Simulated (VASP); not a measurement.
The system is Ni.

```
Ni
1.0
     2.49176    0.00000    0.00000
    -1.24588    2.15792    0.00000
     0.00000    0.00000    8.13807
Ni
4
Direct
  0.00000 0.00000 0.00000
  0.00000 0.00000 0.50000
  0.33333 0.66667 0.25000
  0.66667 0.33333 0.75000
```

This isn't the form of Ni at room conditions, which is fcc.

- Program: VASP 6.6.1
- Task: relaxation of cell and atoms
- Functional: PBEsol
- Potentials or basis: VASP PAW PBE potentials, release 64 (Ni)
- Cutoff: 600 eV
- k mesh: 14 × 14 × 4
- Occupations: fermi-dirac, width 0.1 eV
- Spin: no spin polarisation

At the start: pressure -10.8 GPa; volume 10.94 Å³/atom.

**Question.** How do energy, volume and symmetry change on relaxing?

**Answer.** Over 10 steps the energy falls by 20.6 meV/atom and the volume is 10.36 Å³/atom (-5.3 %); space group P6_3/mmc (No. 194, to 0.1 Å) before and after.

Step by step:
| step | energy change (eV) | largest force (eV/Å) | pressure (GPa) | volume (Å³) |
| --- | --- | --- | --- | --- |
| 1 | 0.0000 | 0.0000 | -10.79 | 43.76 |
| 2 | 0.0094 | 0.0000 | 14.08 | 39.26 |
| 3 | -0.0824 | 0.0000 | -0.23 | 41.47 |
| 4 | -0.0824 | 0.0000 | -0.05 | 41.43 |
| 5 | -0.0823 | 0.0000 | 0.43 | 41.38 |
| 6 | -0.0823 | 0.0000 | -0.43 | 41.53 |
| 7 | -0.0824 | 0.0000 | -0.10 | 41.46 |
| 8 | -0.0824 | 0.0000 | 0.01 | 41.46 |
| 9 | -0.0824 | 0.0000 | 0.06 | 41.45 |
| 10 | -0.0825 | 0.0000 | 0.09 | 41.44 |

Final structure:
```xyz
4
Lattice="2.4445 0.0000 0.0000 -1.2222 2.1170 0.0000 0.0000 0.0000 8.0084" Properties=species:S:1:pos:R:3 pbc="T T T"
Ni    0.0000    0.0000    0.0000
Ni    0.0000    0.0000    4.0042
Ni    0.0000    1.4113    2.0021
Ni    1.2222    0.7057    6.0063
```

Caveat: the highest band is partly filled, so the run has too few bands; the PAW data sets were made with another functional, which shifts forces and pressure a little; the run has no spin polarisation, though such a crystal can be magnetic.
